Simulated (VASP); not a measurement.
# Mg2Ge2N (I4/mmm) in VASP: a series of runs, part 2 of 2

VASP 6.6.1.

## 3. Single point, PBE

This run uses another cell than the first one, of 20.55 Å³/atom, 1.332 times its volume.

INCAR reads:

```
PREC = Accurate
ENCUT = 520
EDIFF = 1E-6
ISMEAR = 0
SIGMA = 0.1
LREAL = F
LASPH = T
NELM = 80
ALGO = Normal
ISIF = 2
LWAVE = F
LCHARG = T
GGA = PE
LELF = T
LVHAR = T
NBANDS = 26
```

KPOINTS reads:

```
regular mesh
0
Gamma
  6 6 6
```

POSCAR reads:

```
Mg2Ge2N
1.0
   -2.2150976985      2.2150976985      5.2356895159
    2.2150976985     -2.2150976985      5.2356895159
    2.2150976985      2.2150976985     -5.2356895159
Mg Ge N
2 2 1
Direct
    0.7500000000      0.2500000000      0.5000000000
    0.2500000000      0.7500000000      0.5000000000
    0.3917703699      0.3917703699      0.0000000000
    0.6082296301      0.6082296301      0.0000000000
    0.0000000000      0.0000000000      0.0000000000
```

Potentials or basis: VASP PAW PBE potentials, release 64 (Mg, Ge_d, N).

Command:

```console
$ cat potpaw_PBE.64/Mg/POTCAR potpaw_PBE.64/Ge_d/POTCAR potpaw_PBE.64/N/POTCAR > POTCAR
$ mpirun -np 1 vasp_std > vasp.out
```

OUTCAR:

```text
PREC = Accurate
   ENCUT = 520
   EDIFF = 1E-6
   ISMEAR = 0
   LREAL = F
   LASPH = T
   NELM = 80
   ISIF = 2
   GGA = PE

 ion  position               nearest neighbor table
   1  0.750  0.250  0.500-   3 2.67   4 2.67   3 2.67   4 2.67   2 3.13   2 3.13   2 3.13   2 3.13

   2  0.250  0.750  0.500-   3 2.67   4 2.67   3 2.67   4 2.67   1 3.13   1 3.13   1 3.13   1 3.13

   3  0.392  0.392  0.000-   4 2.27   2 2.67   1 2.67   2 2.67   1 2.67
   4  0.608  0.608  0.000-   3 2.27   1 2.67   2 2.67   1 2.67   2 2.67
   5  0.000  0.000  0.000-

  LATTYP: Found a body centered tetragonal cell.
 ALAT       =     4.4301953970
 C/A-ratio  =     2.3636381905

  Lattice vectors:

 A1 = (  -2.2150976985,   2.2150976985,   5.2356895159)
 A2 = (   2.2150976985,  -2.2150976985,   5.2356895159)
 A3 = (   2.2150976985,   2.2150976985,  -5.2356895159)

Analysis of symmetry for initial positions (statically):
=====================================================================
 Subroutine PRICEL returns:
 Original cell was already a primitive cell.

 Routine SETGRP: Setting up the symmetry group for a
 body centered tetragonal supercell.

 Subroutine GETGRP returns: Found 16 space group operations
 (whereof 16 operations were pure point group operations)
 out of a pool of 16 trial point group operations.

The static configuration has the point symmetry D_4h.

Analysis of symmetry for dynamics (positions and initial velocities):
=====================================================================
 Subroutine PRICEL returns:
 Original cell was already a primitive cell.

 Routine SETGRP: Setting up the symmetry group for a
 body centered tetragonal supercell.

 Subroutine GETGRP returns: Found 16 space group operations
[... 126 lines left out ...]
   IALGO  =     38    algorithm
   IMIX   =      4    mixing-type and parameters
     AMIX     =   0.40;   BMIX     =  1.00
     AMIX_MAG =   1.60;   BMIX_MAG =  1.00
  volume/ion in A,a.u.               =      20.55       138.69
  Fermi-wavevector in a.u.,A,eV,Ry     =   1.164668  2.200904 18.455648  1.356452
  Thomas-Fermi vector in A             =   2.301203
   LORBIT       =      0    0 simple, 1 ext, 2 COOP (PROOUT), +10 PAW based schemes
   GGA     = PE    functional components
   LHFCALC =     F    Hartree Fock is set to
   AEXX    =    0.0000 exact exchange contribution
   IVDW    =     0    specifies the selected vdW correction
   LEPSILON=     F    determine dielectric tensor
   LRPA    =     F    only Hartree local field effects (RPA)
 non-spin polarized calculation
 Gauss-broadening in eV      SIGMA  =   0.10
  energy-cutoff  :      520.00
  volume of cell :      102.76
 maximum number of plane-waves:      2780
 NGX is ok and might be reduce to    48
   NGX = 23   NGY = 23   NGZ = 23

 number of electron      36.9999997 magnetization

 Free energy of the ion-electron system (eV)
  ---------------------------------------------------
  ext. energy  EPLUGINS =         0.00000000
  ---------------------------------------------------
  free energy    TOTEN  =       -14.88248055 eV

  energy without entropy =      -14.86225334  energy(sigma->0) =      -14.87236694

 E-fermi :   2.7384     XC(G=0):  -9.3091

 val. band max:        2.7121249120   @ k =   0.3333  -0.0000   0.0000
 cond. band min:       2.7546021005   @ k =  -0.1667   0.5000   0.1667
 fundamental gap:      0.0424771885
 Fermi energy:         2.7384479968

 k-point     1 :       0.0000    0.0000    0.0000
  band No.  band energies     occupation
      1     -21.7069      2.00000
      2     -21.5773      2.00000
      3     -21.5773      2.00000
      4     -21.5642      2.00000
      5     -21.5468      2.00000
      6     -21.5435      2.00000
[... 685 lines left out ...]
     25       8.3691      0.00000
     26       9.0378      0.00000

 [... further k-points ...]

------------------------ aborting loop because EDIFF is reached ----------------------------------------

  FORCE on cell =-STRESS in cart. coord.  units (eV):
  Direction    XX          YY          ZZ          XY          YZ          ZX
  --------------------------------------------------------------------------------------
  -------------------------------------------------------------------------------------
  Total        0.0933589      0.0933589      0.0066603      0.0000000     -0.0000000     -0.0000000
  in kB        1.4556158      1.4556158      0.1038453      0.0000000     -0.0000000     -0.0000000
  external PRESSURE =       1.0050256 kB  Pullay stress =       0.0000000 kB

 VOLUME and BASIS-vectors are now :
 -----------------------------------------------------------------------------
  energy-cutoff  :      520.00
  volume of cell :      102.76
      direct lattice vectors                 reciprocal lattice vectors
    -2.215097699  2.215097699  5.235689516     0.000000000  0.225723678  0.095498405
     2.215097699 -2.215097699  5.235689516     0.225723678  0.000000000  0.095498405
     2.215097699  2.215097699 -5.235689516     0.225723678  0.225723678  0.000000000

 POSITION                                       TOTAL-FORCE (eV/Angst)
 -----------------------------------------------------------------------------------
      0.00000      2.21510      2.61784         0.000000      0.000000      0.000000
      2.21510      0.00000      2.61784         0.000000      0.000000      0.000000
      0.00000      0.00000      4.10238         0.000000      0.000000      0.005480
      0.00000      0.00000      6.36900        -0.000000     -0.000000     -0.005480
      0.00000      0.00000      0.00000         0.000000      0.000000      0.000000
 -----------------------------------------------------------------------------------
    total drift:                               -0.000000     -0.000000      0.000000

  FREE ENERGIE OF THE ION-ELECTRON SYSTEM (eV)
  ---------------------------------------------------
  free  energy   TOTEN  =       -14.8824805461 eV

  energy  without entropy=      -14.8622533438  energy(sigma->0) =      -14.87236694
```

stdout:

```text
POSCAR found type information on POSCAR MgGeN
 POSCAR found :  3 types and       5 ions
 scaLAPACK will be used
 LDA part: xc-table for (Slater+PW92), standard interpolation
 POSCAR, INCAR and KPOINTS ok, starting setup
 FFT: planning ... GRIDC
 FFT: planning ... GRID_SOFT
 FFT: planning ... GRID
 WAVECAR not read
 entering main loop
```

Run time: 75 s. Hardware: 1 thread of AMD EPYC 9R45 (Zen 5), shared host; peak memory 0.33 GiB.

What came out:

```yaml
Free_energy: -14.8825 eV
Pressure: 0.1 GPa
Largest_force: 0.005 eV/Å
```

Forces on the atoms (eV/Å):
```
Mg   0.000  0.000  0.000
Mg   0.000  0.000  0.000
Ge   0.000  0.000  0.005
Ge   0.000  0.000 -0.005
N    0.000  0.000  0.000
```

Stress tensor (GPa, compression positive):
```
0.15 0.00 0.00
0.00 0.15 0.00
0.00 0.00 0.01
```
